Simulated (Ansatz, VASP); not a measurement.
# Two plane-wave programs on RbSr

File INCAR:

```
SYSTEM = RbSr
  PREC = Accurate
  ENCUT = 600
  EDIFF = 1E-6
  ISMEAR = 0
  SIGMA = 0.1
  LREAL = .FALSE.
  LASPH = .TRUE.
  NELM = 100
  ALGO = Normal
  ISIF = 3
  LWAVE = .FALSE.
  LCHARG = .FALSE.
  GGA = PE
  IBRION = 2
  NSW = 100
  EDIFFG = -0.01
```

File KPOINTS:

```
regular mesh
0
G
  12 12 12
  0 0 0
```

Contents of POSCAR:

```
RbSr
1.0
    0.0000000000      4.2178666794      4.2178666794
    4.2178666794      0.0000000000      4.2178666794
    4.2178666794      4.2178666794      0.0000000000
Rb Sr
1 1
Direct
    0.0000000000      0.0000000000      0.0000000000
    0.5000000000      0.5000000000      0.5000000000
```

Input for Ansatz:

```yaml
crystal:
  lattice:
    - [0.0, 4.2178666794, 4.2178666794]
    - [4.2178666794, 0.0, 4.2178666794]
    - [4.2178666794, 4.2178666794, 0.0]
  atoms:
    - { symbol: Rb, position: [0.0, 0.0, 0.0] }
    - { symbol: Sr, position: [0.5, 0.5, 0.5] }
basis:
  ecutwfc: 420
kpoints:
  mp_grid: { grid: [12, 12, 12] }
hamiltonian:
  xc: pbe
scf:
  occupations: { method: gaussian, width: 0.1 }
output:
  forces: true
  stress: true
  eigenvalues: true
relax:
  adjacent_minimum: "off"
  f_tol: 0.01
  max_steps: 80
  cell: { stress_tol: 0.05 }
```

Alike in both runs: task relaxation of cell and atoms; functional PBE; k mesh 12 × 12 × 12; occupations gaussian, width 0.1 eV; no spin polarisation.

|  | VASP | Ansatz |
| --- | --- | --- |
| version | VASP 6.6.1 | Ansatz 0.2.0 |
| potentials or method | VASP PAW PBE potentials, release 64 (Rb_sv, Sr_sv), cutoff 600 eV | scalar-relativistic, plane waves, PAW |
| valence electrons in the cell | 19 | 19 |

```csv
,VASP,Ansatz,Ansatz less VASP
"gap on the k mesh at the Fermi level, each at its own relaxed structure (eV)",none,none,-
relaxed volume (Å³/atom),80.21,80.01,-0.198
relaxed cell length with the largest relative difference (Å),6.099,6.094,-0.0050
```

A gap of «none» marks a metal or a gap that the smearing closes.
